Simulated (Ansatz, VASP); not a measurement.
# P3Pb in VASP and in Ansatz

File INCAR:

```
SYSTEM = P3Pb
  PREC = Accurate
  ENCUT = 600
  EDIFF = 1E-7
  ISMEAR = 0
  SIGMA = 0.1
  LREAL = .False.
  LASPH = .True.
  NELM = 60
  ALGO = Normal
  ISIF = 3
  LWAVE = .False.
  LCHARG = .False.
  GGA = PE
  IBRION = 2
  NSW = 100
  EDIFFG = -0.01
```

File KPOINTS:

```
regular mesh
0
Gamma
  12 12 12
  0 0 0
```

POSCAR

```
P3Pb
1.0
    4.3209240793      0.0000000000      0.0000000000
    0.0000000000      4.3209240793      0.0000000000
    0.0000000000      0.0000000000      4.3209240793
P Pb
3 1
Direct
    0.0000000000      0.5000000000      0.5000000000
    0.5000000000      0.0000000000      0.5000000000
    0.5000000000      0.5000000000      0.0000000000
    0.0000000000      0.0000000000      0.0000000000
```

Input for Ansatz:

```yaml
crystal:
  lattice:
    - [4.3209240793, 0.0, 0.0]
    - [0.0, 4.3209240793, 0.0]
    - [0.0, 0.0, 4.3209240793]
  atoms:
    - { symbol: P, position: [0.0, 0.5, 0.5] }
    - { symbol: P, position: [0.5, 0.0, 0.5] }
    - { symbol: P, position: [0.5, 0.5, 0.0] }
    - { symbol: Pb, position: [0.0, 0.0, 0.0] }
basis:
  ecutwfc: 420
kpoints:
  mp_grid: { grid: [12, 12, 12] }
hamiltonian:
  xc: pbe
scf:
  occupations: { method: gaussian, width: 0.1 }
output:
  forces: true
  stress: true
  eigenvalues: true
relax:
  adjacent_minimum: "off"
  f_tol: 0.01
  max_steps: 80
  cell: { stress_tol: 0.05 }
```

Alike in both runs: task relaxation of cell and atoms; functional PBE; k mesh 12 × 12 × 12; occupations gaussian, width 0.1 eV; no spin polarisation.

|  | VASP | Ansatz |
| --- | --- | --- |
| version | VASP 6.6.1 | Ansatz 0.2.0 |
| potentials or method | VASP PAW PBE potentials, release 64 (P, Pb_d), cutoff 600 eV | scalar-relativistic, plane waves, PAW |
| valence electrons in the cell | 29 | 29 |

Ansatz gave:

| Quantity | Value |
| --- | --- |
| gap on the k mesh at the Fermi level, each at its own relaxed structure (eV) | none |
| relaxed volume (Å³/atom) | 19.75 |
| relaxed cell length with the largest relative difference (Å) | 4.291 |

Question: Estimate VASP's values.

Answer: gap on the k mesh at the Fermi level, each at its own relaxed structure (eV): none; relaxed volume (Å³/atom): 19.74; relaxed cell length with the largest relative difference (Å): 4.290.

A gap of «none» marks a metal or a gap that the smearing closes.

Spin-orbit coupling is off throughout.
